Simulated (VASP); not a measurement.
Write the native input for VASP 6.6.1 that does the following.

```
Task                   : relaxation of cell and atoms
Functional             : PBE
Potentials or basis    : VASP PAW PBE potentials, release 64 (V_sv)
Cutoff                 : 600 eV
k mesh                 : 25 × 25 × 25
Occupations            : methfessel-paxton, width 0.1 eV
Spin                   : no spin polarisation
Dipole correction      : no
Further INCAR settings : ALGO = Normal; EDIFF = 1e-07; IBRION = 2; EDIFFG = -0.005; NSW = 60; ISIF = 3
```

The structure of V lies in POSCAR:

```
V
1.0
   -1.5100000000      1.5100000000      1.5100000000
    1.5100000000     -1.5100000000      1.5100000000
    1.5100000000      1.5100000000     -1.5100000000
V
1
Direct
    0.0000000000      0.0000000000      0.0000000000
```

These files were run (other wordings do the same):

INCAR

```
PREC     = Accurate       # precision mode
ENCUT    = 600            # plane-wave cutoff, eV
EDIFF    = 1E-7           # SCF threshold, eV
ISMEAR   = 1              # smearing method
SIGMA    = 0.1            # smearing width, eV
LREAL    = F              # projectors in reciprocal space
LASPH    = T              # aspherical terms in the spheres
NELM     = 80             # most SCF steps
ALGO     = Normal         # electronic algorithm
ISIF     = 3              # what is computed and relaxed
LWAVE    = F              # write WAVECAR
LCHARG   = F              # write CHGCAR
GGA      = PE             # functional
IBRION   = 2              # ionic algorithm
NSW      = 60             # ionic steps
EDIFFG   = -0.005         # ionic threshold
```

KPOINTS

```
Automatic mesh
0
Gamma
  25 25 25
```

Potentials or basis: VASP PAW PBE potentials, release 64 (V_sv).

The run is started by

```sh
$ cat potpaw_PBE.64/V_sv/POTCAR > POTCAR
$ mpirun -np 1 vasp_std > vasp.out
```

It gave:

The relaxed volume is 13.46 Å³/atom. The relaxed cell is a = 2.596 Å, b = 2.596 Å, c = 2.596 Å, α = 109.47°, β = 109.47°, γ = 109.47°, the space group after relaxing (to 0.05 Å) is Im-3m (No. 229) and the energy gained by relaxing is 4.0 meV/atom. The ionic steps are 3 and the pressure after relaxing is 0.0 GPa.

It took 110 s on 1 thread of Intel(R) Xeon(R) Platinum 8259CL CPU @ 2.50GHz (Skylake/Cascade Lake), with other jobs on the host, peak memory 0.22 GiB.
